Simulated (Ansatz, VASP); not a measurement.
## NaH: VASP beside Ansatz

Contents of INCAR:

```
ALGO     = Normal         # electronic algorithm
EDIFF    = 1E-6           # SCF threshold, eV
ENCUT    = 520            # plane-wave cutoff, eV
GGA      = PE             # functional
ISIF     = 2              # what is computed and relaxed
ISMEAR   = -1             # smearing method
LASPH    = T              # aspherical terms in the spheres
LCHARG   = F              # write CHGCAR
LREAL    = F              # projectors in reciprocal space
LWAVE    = F              # write WAVECAR
NBANDS   = 11             # bands
NELM     = 60             # most SCF steps
PREC     = Accurate       # precision mode
SIGMA    = 0.02           # smearing width, eV
```

File KPOINTS:

```
k-points
0
Gamma
  8 8 8
```

The input POSCAR:

```
NaH
1.0
    0.0000000000      2.4912261117      2.5969207877
    2.4912261117      0.0000000000      2.5969207877
    2.4912261117      2.4912261117      0.0000000000
Na H
1 1
Direct
    0.0000000000      0.0000000000      0.0000000000
    0.2500000000      0.2500000000      0.2500000000
```

Input for Ansatz:

```yaml
crystal:
  lattice:
    - [0.0, 2.4912261117, 2.5969207877]
    - [2.4912261117, 0.0, 2.5969207877]
    - [2.4912261117, 2.4912261117, 0.0]
  atoms:
    - { symbol: Na, position: [0.0, 0.0, 0.0] }
    - { symbol: H, position: [0.25, 0.25, 0.25] }
kpoints:
  mp_grid: { grid: [8, 8, 8] }
  band_path:
    path:
      - [0.0, 0.0, 0.0]
      - [-0.5, -0.5, 0.0]
      - [-0.375, -0.375, 0.25]
      - [-0.375, 0.0, 0.375]
      - [0.0, 0.0, 0.5]
      - [-0.5, -0.25, 0.25]
    npoints: 1
hamiltonian:
  xc: pbe
scf:
  occupations: { method: fermi_dirac, width: 0.02 }
  n_extra_bands: 4
output:
  forces: true
  stress: true
  eigenvalues: true
```

Change from the starting cell: biaxial_xy strain -4.1%.

Alike in both runs: task single point; functional PBE; k mesh 8 × 8 × 8; occupations fermi-dirac, width 0.02 eV; no spin polarisation.

```csv
,VASP,Ansatz
version,VASP 6.6.1,Ansatz 0.2.0
potentials or method,"VASP PAW PBE potentials, release 64 (Na_pv, H)","plane waves, PAW"
plane-wave cutoff (eV),520,420
valence electrons in the cell,8,10
```

|  | VASP | Ansatz | Ansatz less VASP |
| --- | --- | --- | --- |
| gap on the k mesh at the Fermi level (eV) | 3.63 | 3.63 | +0.003 |
| pressure (GPa) | 2.0 | 2.0 | +0.01 |
| traceless stress, the component that is largest in VASP (GPa) | -0.12 | -0.12 | -0.002 |

VASP's potentials hold 8 valence electrons a cell and Ansatz's 10, so a difference there can come from the potentials and not from the codes.
